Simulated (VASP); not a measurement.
# Te (C2/m) in VASP: further runs, part 2 of 2

VASP 6.6.1. Earlier steps stand in the parts before.

## 3. Single point, PBEsol

This run uses another cell than the first one, of 32.04 Å³/atom.

INCAR

```
SYSTEM = Te
  ALGO = Normal
  EDIFF = 1E-7
  ENCUT = 520
  GGA = PS
  ISIF = 2
  ISMEAR = -1
  LASPH = .True.
  LCHARG = .True.
  LELF = .True.
  LREAL = .False.
  LVHAR = .True.
  LWAVE = .False.
  NBANDS = 16
  NELM = 80
  PREC = Accurate
  SIGMA = 0.05
```

KPOINTS

```
k-points
0
Gamma
  7 7 5
  0 0 0
```

POSCAR

```
Te
1.0
    3.7946491296     -2.1337846985      0.0000000000
    3.7946491296      2.1337846985      0.0000000000
   -0.0936580236      0.0000000000      5.9359814536
Te
3
Direct
    0.0000000000      0.0000000000      0.0000000000
    0.3094466100      0.3094466100      0.3388094900
    0.6905533900      0.6905533900      0.6611905100
```

Potentials or basis: VASP PAW PBE potentials, release 64 (Te).

Command:

```sh
> cat potpaw_PBE.64/Te/POTCAR > POTCAR
> mpirun -np 1 vasp_std > vasp.out
```

OUTCAR:

```text
SYSTEM = Te
   EDIFF = 1E-7
   ENCUT = 520
   GGA = PS
   ISIF = 2
   ISMEAR = -1
   LASPH = .True.
   LREAL = .False.
   NELM = 80
   PREC = Accurate

 ion  position               nearest neighbor table
   1  0.000  0.000  0.000-   2 3.07   3 3.07   3 3.28   3 3.28   2 3.28   2 3.28
   2  0.309  0.309  0.339-   3 3.01   3 3.01   1 3.07   1 3.28   1 3.28   3 3.44
   3  0.691  0.691  0.661-   2 3.01   2 3.01   1 3.07   1 3.28   1 3.28   2 3.44

  LATTYP: Found a base centered monoclinic cell.
 ALAT       =     7.5892982592
 B/A-ratio  =     0.5623140969
 C/A-ratio  =     0.7822489081
 COS(beta)  =    -0.0157760547

  Lattice vectors:

 A1 = (   3.7946491296,  -2.1337846985,   0.0000000000)
 A2 = (   3.7946491296,   2.1337846985,   0.0000000000)
 A3 = (  -0.0936580236,   0.0000000000,   5.9359814536)

Analysis of symmetry for initial positions (statically):
=====================================================================
 Subroutine PRICEL returns:
 Original cell was already a primitive cell.

 Routine SETGRP: Setting up the symmetry group for a
 base centered monoclinic supercell.

 Subroutine GETGRP returns: Found  4 space group operations
 (whereof  4 operations were pure point group operations)
 out of a pool of  4 trial point group operations.

The static configuration has the point symmetry C_2h.

Analysis of symmetry for dynamics (positions and initial velocities):
=====================================================================
 Subroutine PRICEL returns:
 Original cell was already a primitive cell.

 Routine SETGRP: Setting up the symmetry group for a
 base centered monoclinic supercell.

 Subroutine GETGRP returns: Found  4 space group operations
 (whereof  4 operations were pure point group operations)
 out of a pool of  4 trial point group operations.

The dynamic configuration has the point symmetry C_2h.

 Subroutine INISYM returns: Found  4 space group operations
 (whereof  4 operations are pure point group operations),
 and found     1 'primitive' translations

----------------------------------------------------------------------------------------

                                     Primitive cell

  volume of cell :      96.1269

  direct lattice vectors                    reciprocal lattice vectors
     3.794649130 -2.133784698  0.000000000     0.131764488 -0.234325422  0.002078982
     3.794649130  2.133784698  0.000000000     0.131764488  0.234325422  0.002078982
    -0.093658024  0.000000000  5.935981454     0.000000000  0.000000000  0.168464138

  length of vectors
     4.353435328  4.353435328  5.936720277     0.268839368  0.268839368  0.168464138

  position of ions in fractional coordinates (direct lattice)
     0.000000000  0.000000000  0.000000000
     0.309446610  0.309446610  0.338809490
     0.690553390  0.690553390  0.661190510

  ion indices of the primitive-cell ions
   primitive index   ion index
                 1           1
                 2           2
                 3           3

----------------------------------------------------------------------------------------

 KPOINTS: k-points

Automatic generation of k-mesh.
 Grid dimensions read from file:
 generate k-points for:    7    7    5

 Generating k-lattice:

  Cartesian coordinates                     Fractional coordinates (reciprocal lattice)
     0.018823498 -0.033475060  0.000296997     0.142857143  0.000000000  0.000000000
     0.018823498  0.033475060  0.000296997     0.000000000  0.142857143  0.000000000
     0.000000000  0.000000000  0.033692828     0.000000000  0.000000000  0.200000000

  Length of vectors
     0.038405624  0.038405624  0.033692828

  Shift w.r.t. Gamma in fractional coordinates (k-lattice)
     0.000000000  0.000000000  0.000000000

 Subroutine IBZKPT returns following result:
 ===========================================

 Found     72 irreducible k-points:

 Following reciprocal coordinates:
            Coordinates               Weight
  0.000000  0.000000  0.000000      1.000000
  0.142857  0.000000 -0.000000      4.000000
  0.285714  0.000000  0.000000      4.000000
  0.428571  0.000000  0.000000      4.000000
  0.142857  0.142857  0.000000      2.000000
  0.285714  0.142857  0.000000      4.000000
[... 16 lines left out ...]
 -0.142857 -0.000000  0.200000      4.000000
  0.142857  0.142857  0.200000      2.000000
 [... further k-points ...]
   k-points           NKPTS =     72   k-points in BZ     NKDIM =     72   number of bands    NBANDS=     16
   number of dos      NEDOS =    301   number of ions     NIONS =      3
   total plane-waves  NPLWV =  49152
   dimension x,y,z NGX =    32 NGY =   32 NGZ =   48
   dimension x,y,z NGXF=    64 NGYF=   64 NGZF=   96
   ions per type =               3
   NGX,Y,Z   is equivalent  to a cutoff of  12.22, 12.22, 13.44 a.u.
   NGXF,Y,Z  is equivalent  to a cutoff of  24.44, 24.44, 26.88 a.u.
 SYSTEM =  Te
   PREC   = accura    normal or accurate (medium, high low for compatibility)
   ISTART =      0    job   : 0-new  1-cont  2-samecut
   ICHARG =      2    charge: 1-file 2-atom 10-const
   ISPIN  =      1    spin polarized calculation?
   LNONCOLLINEAR =      F non collinear calculations
   LSORBIT =      F    spin-orbit coupling
   LASPH  =      T    aspherical Exc in radial PAW
   ENCUT  =  520.0 eV  38.22 Ry    6.18 a.u.   8.09  8.09 11.04*2*pi/ulx,y,z
   NELM   =     80;   NELMIN=  2; NELMDL= -5     # of ELM steps
   EDIFF  = 0.1E-06   stopping-criterion for ELM
   LREAL  =      F    real-space projection
   EDIFFG = 0.1E-05   stopping-criterion for IOM
   NSW    =      0    number of steps for IOM
   IBRION =     -1    ionic relax: 0-MD 1-quasi-New 2-CG
   NFREE  =      0    steps in history (QN), initial steepest desc. (CG)
   ISIF   =      2    stress and relaxation
   ISYM   =      2    0-nonsym 1-usesym 2-fastsym
   POTIM  = 0.5000    time-step for ionic-motion
   TEBEG  =    0.0;   TEEND  =   0.0 temperature during run
   PSTRESS=    0.0 pullay stress
   NELECT =      18.0000    total number of electrons
   NUPDOWN=      -1.0000    fix difference up-down
   EMIN   =  10.00;   EMAX   =-10.00  energy-range for DOS
   EFERMI =   0.00;   METHOD = LEGACY
   ISMEAR =    -1;   SIGMA  =   0.05  broadening in eV -4-tet -1-fermi 0-gaus
   EFERMI_NEDOS =   21; number of points for ismear=-14 and -15
   IALGO  =     38    algorithm
   IMIX   =      4    mixing-type and parameters
     AMIX     =   0.40;   BMIX     =  1.00
     AMIX_MAG =   1.60;   BMIX_MAG =  1.00
  volume/ion in A,a.u.               =      32.04       216.23
  Fermi-wavevector in a.u.,A,eV,Ry     =   0.936593  1.769903 11.935110  0.877206
  Thomas-Fermi vector in A             =   2.063618
   LORBIT       =      0    0 simple, 1 ext, 2 COOP (PROOUT), +10 PAW based schemes
   GGA     = PS    functional components
   LHFCALC =     F    Hartree Fock is set to
   AEXX    =    0.0000 exact exchange contribution
   IVDW    =     0    specifies the selected vdW correction
   LEPSILON=     F    determine dielectric tensor
   LRPA    =     F    only Hartree local field effects (RPA)
 non-spin polarized calculation
  energy-cutoff  :      520.00
  volume of cell :       96.13
 maximum number of plane-waves:      2606
   NGX = 17   NGY = 17   NGZ = 23

 number of electron      18.0000000 magnetization

 Free energy of the ion-electron system (eV)
  ---------------------------------------------------
  ext. energy  EPLUGINS =         0.00000000
  ---------------------------------------------------
  free energy    TOTEN  =       -10.49359771 eV

  energy without entropy =      -10.48611373  energy(sigma->0) =      -10.48985572

 E-fermi :   6.6056     XC(G=0):  -9.5160

 val. band max:        6.6004085981   @ k =   0.0000   0.0000   0.4000
 cond. band min:       6.6439080055   @ k =   0.0000   0.0000   0.4000
 fundamental gap:      0.0434994074
 Fermi energy:         6.6055704429

 k-point     1 :       0.0000    0.0000    0.0000
  band No.  band energies     occupation
      1      -7.2744      2.00000
      2      -3.9843      2.00000
      3      -3.8314      2.00000
      4       3.7937      2.00000
      5       3.8175      2.00000
      6       4.3227      2.00000
[... 433 lines left out ...]
      3      -2.8679      2.00000
      4       2.5714      2.00000
      5       3.6073      2.00000
      6       3.9484      2.00000
[... 8 lines left out ...]
     15      12.1063      0.00000
     16      12.4743      0.00000

 [... further k-points ...]

------------------------ aborting loop because EDIFF is reached ----------------------------------------

  FORCE on cell =-STRESS in cart. coord.  units (eV):
  Direction    XX          YY          ZZ          XY          YZ          ZX
  --------------------------------------------------------------------------------------
  -------------------------------------------------------------------------------------
  Total       -0.5898568     -0.4239941     -0.4909744      0.0000000      0.0000000     -0.0087596
  in kB       -9.8313334     -7.0668462     -8.1832291      0.0000000      0.0000000     -0.1459995
  external PRESSURE =      -8.3604696 kB  Pullay stress =       0.0000000 kB

 VOLUME and BASIS-vectors are now :
 -----------------------------------------------------------------------------
  energy-cutoff  :      520.00
  volume of cell :       96.13
      direct lattice vectors                 reciprocal lattice vectors
     3.794649130 -2.133784698  0.000000000     0.131764488 -0.234325422  0.002078982
     3.794649130  2.133784698  0.000000000     0.131764488  0.234325422  0.002078982
    -0.093658024  0.000000000  5.935981454     0.000000000  0.000000000  0.168464138

 POSITION                                       TOTAL-FORCE (eV/Angst)
 -----------------------------------------------------------------------------------
      0.00000      0.00000      0.00000         0.000000      0.000000     -0.000000
      2.31675      0.00000      2.01117         0.144904      0.000000     -0.057785
      5.17889      0.00000      3.92481        -0.144904      0.000000      0.057785
 -----------------------------------------------------------------------------------
    total drift:                                0.000000     -0.000000     -0.000000

  FREE ENERGIE OF THE ION-ELECTRON SYSTEM (eV)
  ---------------------------------------------------
  free  energy   TOTEN  =       -10.4935977066 eV

  energy  without entropy=      -10.4861137251  energy(sigma->0) =      -10.48985572
```

Wall time 35 s (1 thread of Intel Xeon 6975P-C (Granite Rapids), shared host); peak memory 0.26 GiB.

Results:

| Quantity | Value |
| --- | --- |
| Free energy | -10.4936 eV |
| Pressure | -0.8 GPa |
| Largest force | 0.156 eV/Å |

Forces on the atoms (eV/Å):
```
Te   0.000  0.000  0.000
Te   0.145  0.000 -0.058
Te  -0.145  0.000  0.058
```

Caveat: the PAW data sets were made with another functional, which shifts forces and pressure a little; spin-orbit coupling is left out, which moves the levels of the heavy elements.

## 4. Single point, PBEsol

This run uses another cell than the first one, of 32.70 Å³/atom.

INCAR

```
SYSTEM = Te
PREC = Accurate ; ENCUT = 520
EDIFF = 1E-6 ; ISMEAR = -1
SIGMA = 0.05 ; LREAL = .FALSE.
LASPH = .TRUE. ; NELM = 100
ALGO = Normal ; ISIF = 2
LWAVE = .FALSE. ; LCHARG = .FALSE.
GGA = PS ; NBANDS = 16
```

KPOINTS

```
Automatic mesh
0
G
  7 7 5
  0 0 0
```

POSCAR

```
Te
1.0
    3.8202894285     -2.1482026000      0.0000000000
    3.8202894285      2.1482026000      0.0000000000
   -0.0942908673      0.0000000000      5.9760906531
Te
3
Direct
    0.0000000000      0.0000000000      0.0000000000
    0.3094466100      0.3094466100      0.3388094900
    0.6905533900      0.6905533900      0.6611905100
```

Command:

```sh
> cat potpaw_PBE.64/Te/POTCAR > POTCAR
> mpirun -np 1 vasp_std > vasp.out
```

Wall time 40 s (1 thread of Intel Xeon 6975P-C (Granite Rapids), shared host); peak memory 0.28 GiB.

The run converged. Its results:

```yaml
Free_energy: -10.4771 eV
Pressure: -1.8 GPa
Largest_force: 0.097 eV/Å
Band_gap_on_the_k_mesh: 0.03 eV (least direct gap 0.19 eV)
```

Forces in eV/Å, atoms in the order of the input:
```
Te   0.000  0.000  0.000
Te   0.089  0.000 -0.038
Te  -0.089  0.000  0.038
```

Stress tensor (GPa, compression positive):
```
-1.86  0.00 -0.02
 0.00 -1.65  0.00
-0.02  0.00 -2.04
```

Levels at points of the mesh, in eV from the valence-band top:
| k point | band 5 | band 6 | band 7 | band 8 | band 9 | band 10 | band 11 | band 12 | band 13 | band 14 |
| --- | --- | --- | --- | --- | --- | --- | --- | --- | --- | --- |
| (0.00, 0.00, 0.00) | -2.70 | -2.25 | -2.05 | -1.65 | -1.43 | 0.96 | 1.00 | 1.53 | 4.67 | 5.07 |

Caveat: the PAW data sets were made with another functional, which shifts forces and pressure a little; spin-orbit coupling is left out, which moves the levels of the heavy elements; an odd mesh through Γ misses points on the zone boundary, where band edges can lie.

## 5. Single point, PBEsol

This run uses another cell than the first one, of 32.70 Å³/atom.

INCAR

```
  PREC = Accurate
  ENCUT = 520
  EDIFF = 1E-6
  ISMEAR = -1
  SIGMA = 0.05
  LREAL = F
  LASPH = T
  NELM = 100
  ALGO = Normal
  ISIF = 2
  LWAVE = F
  LCHARG = F
  GGA = PS
  NBANDS = 16
```

KPOINTS

```
regular mesh
0
Gamma
  7 7 5
```

POSCAR is that of step 4.

Command:

```sh
> cat potpaw_PBE.64/Te/POTCAR > POTCAR
> mpirun -np 1 vasp_std > vasp.out
```

Wall time 40 s (1 thread of Intel Xeon 6975P-C (Granite Rapids), shared host); peak memory 0.27 GiB.

It converged, with:

* Free energy: -10.4771 eV
* Pressure: -1.8 GPa
* Largest force: 0.097 eV/Å
* Band gap on the k mesh: 0.03 eV (least direct gap 0.19 eV)

Forces in eV/Å, atoms in the order of the input:
```
Te   0.000  0.000  0.000
Te   0.089  0.000 -0.038
Te  -0.089  0.000  0.038
```

Stress tensor (GPa, compression positive):
```
-1.86  0.00 -0.02
 0.00 -1.65  0.00
-0.02  0.00 -2.04
```

Levels at points of the mesh, in eV from the valence-band top:
| k point | band 7 | band 8 | band 9 | band 10 | band 11 | band 12 |
| --- | --- | --- | --- | --- | --- | --- |
| (0.00, 0.00, 0.00) | -2.05 | -1.65 | -1.43 | 0.96 | 1.00 | 1.53 |

Caveat: the PAW data sets were made with another functional, which shifts forces and pressure a little; spin-orbit coupling is left out, which moves the levels of the heavy elements; an odd mesh through Γ misses points on the zone boundary, where band edges can lie.

## 6. Single point, PBEsol

This run uses another cell than the first one, of 33.35 Å³/atom.

INCAR

```
ALGO = Normal ; EDIFF = 1E-7
ENCUT = 520 ; GGA = PS
ISIF = 2 ; ISMEAR = -1
LASPH = T ; LCHARG = F
LREAL = F ; LWAVE = F
NBANDS = 16 ; NELM = 60
PREC = Accurate ; SIGMA = 0.05
```

KPOINTS

```
k-points
0
Gamma
  7 7 5
```

POSCAR

```
Te
1.0
    3.8455900958     -2.1624295219      0.0000000000
    3.8455900958      2.1624295219      0.0000000000
   -0.0949153283      0.0000000000      6.0156685658
Te
3
Direct
    0.0000000000      0.0000000000      0.0000000000
    0.3094466100      0.3094466100      0.3388094900
    0.6905533900      0.6905533900      0.6611905100
```

Potentials or basis: VASP PAW PBE potentials, release 64 (Te).

Command:

```sh
> cat potpaw_PBE.64/Te/POTCAR > POTCAR
> mpirun -np 1 vasp_std > vasp.out
```

Wall time 50 s (1 thread of Intel Xeon 6975P-C (Granite Rapids), shared host); peak memory 0.28 GiB.

Results (log left out):

* Free energy: -10.4488 eV
* Pressure: -2.7 GPa
* Largest force: 0.043 eV/Å
* Band gap on the k mesh: 0.05 eV (least direct gap 0.19 eV)

Forces on the atoms (eV/Å):
```
Te   0.000  0.000  0.000
Te   0.038  0.000 -0.021
Te  -0.038  0.000  0.021
```

Stress tensor (GPa, compression positive):
```
-2.64  0.00 -0.02
 0.00 -2.48  0.00
-0.02  0.00 -3.12
```

Levels at points of the mesh, in eV from the valence-band top:
```tsv
k point	band 5	band 6	band 7	band 8	band 9	band 10	band 11	band 12	band 13	band 14
(0.00, 0.00, 0.00)	-2.63	-2.23	-2.01	-1.60	-1.38	0.95	0.98	1.52	4.72	5.12
```

Caveat: the PAW data sets were made with another functional, which shifts forces and pressure a little; spin-orbit coupling is left out, which moves the levels of the heavy elements; an odd mesh through Γ misses points on the zone boundary, where band edges can lie.

## 7. The runs side by side

| cell | gap on the mesh (eV) | pressure (GPa) | largest force (eV/Å) |
| --- | --- | --- | --- |
| a = 4.324, b = 4.324, c = 5.896 Å, angles 90.8, 90.8, 58.7°, 3 atoms | none | 0.3 | 0.22 |
| a = 4.353, b = 4.353, c = 5.937 Å, angles 90.8, 90.8, 58.7°, 3 atoms | - | -0.8 | 0.16 |
| a = 4.383, b = 4.383, c = 5.977 Å, angles 90.8, 90.8, 58.7°, 3 atoms | 0.03 | -1.8 | 0.10 |
| a = 4.412, b = 4.412, c = 6.016 Å, angles 90.8, 90.8, 58.7°, 3 atoms | 0.05 | -2.7 | 0.04 |

Alike in all rows: task single point; level PBEsol; potentials or basis VASP PAW PBE potentials, release 64 (Te); no spin polarisation; k mesh 7 × 7 × 5; cutoff (eV) 520; smearing fermi-dirac 0.05 eV.

Caveats: the PAW data sets were made with another functional, which shifts forces and pressure a little; spin-orbit coupling is left out, which moves the levels of the heavy elements; an odd mesh through Γ misses points on the zone boundary, where band edges can lie (at least some runs).

Absolute energies hang on the potentials; compare differences alone.
